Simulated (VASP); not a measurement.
Wanted: the native input for a VASP 6.6.1 run.

```yaml
Task: single point
Functional: r2SCAN
Potentials_or_basis: VASP PAW PBE potentials, release 64 (Lu)
Cutoff: 520 eV
k_mesh: 8 × 8 × 8
Occupations: fermi-dirac, width 0.1 eV
Spin: no spin polarisation
Dipole_correction: no
Further_INCAR_settings: ALGO = Normal; EDIFF = 1e-07; NBANDS = 32
```

Lu:

```
Lu
1.0
     0.00000    3.58174    3.58174
     3.58174    0.00000    3.58174
     3.58174    3.58174    0.00000
Lu
2
Cartesian
  0.8954 0.8954 0.8954
  6.2680 6.2680 6.2680
```

This isn't the form of Lu at room conditions, which is hcp.

One way to write it, as run:

POSCAR

```
Lu
1.0
    0.0000000000      3.5817354259      3.5817354259
    3.5817354259      0.0000000000      3.5817354259
    3.5817354259      3.5817354259      0.0000000000
Lu
2
Direct
    0.1250000000      0.1250000000      0.1250000000
    0.8750000000      0.8750000000      0.8750000000
```

INCAR.step1

```
SYSTEM = Lu
PREC = Accurate
ENCUT = 520
ISMEAR = -1
SIGMA = 0.1
LREAL = .False.
LASPH = .True.
NELM = 100
NBANDS = 32
GGA = PE
ALGO = Normal
EDIFF = 1E-4
LWAVE = .True.
LCHARG = .False.
```

INCAR.step2

```
SYSTEM = Lu
PREC = Accurate
ENCUT = 520
EDIFF = 1E-7
ISMEAR = -1
SIGMA = 0.1
LREAL = .False.
LASPH = .True.
NELM = 100
ALGO = Normal
ISIF = 2
LWAVE = .False.
LCHARG = .True.
METAGGA = R2SCAN
LMIXTAU = .True.
LELF = .True.
LVHAR = .True.
NBANDS = 32
ISTART = 1
```

KPOINTS

```
Automatic mesh
0
Gamma
  8 8 8
  0 0 0
```

Potentials or basis: VASP PAW PBE potentials, release 64 (Lu).

The run is started by

```console
$ cat potpaw_PBE.64/Lu/POTCAR > POTCAR
$ cp INCAR.step1 INCAR
$ mpirun -np 1 vasp_std > vasp.out
$ cp INCAR.step2 INCAR
$ mpirun -np 1 vasp_std > vasp.out
```

Results of the run:

```yaml
Pressure: 0.9 GPa
Band_gap_on_the_k_mesh: zero (bands 25 and 26 overlap by 1.33 eV)
```

Caveat: the PAW data sets were made with another functional, which shifts forces and pressure a little; spin-orbit coupling is left out, which moves the levels of the heavy elements.

Wall time 7.6 min on 1 thread of Oxide Virtual Turin-like Processor, on a shared host, peak memory 0.26 GiB.
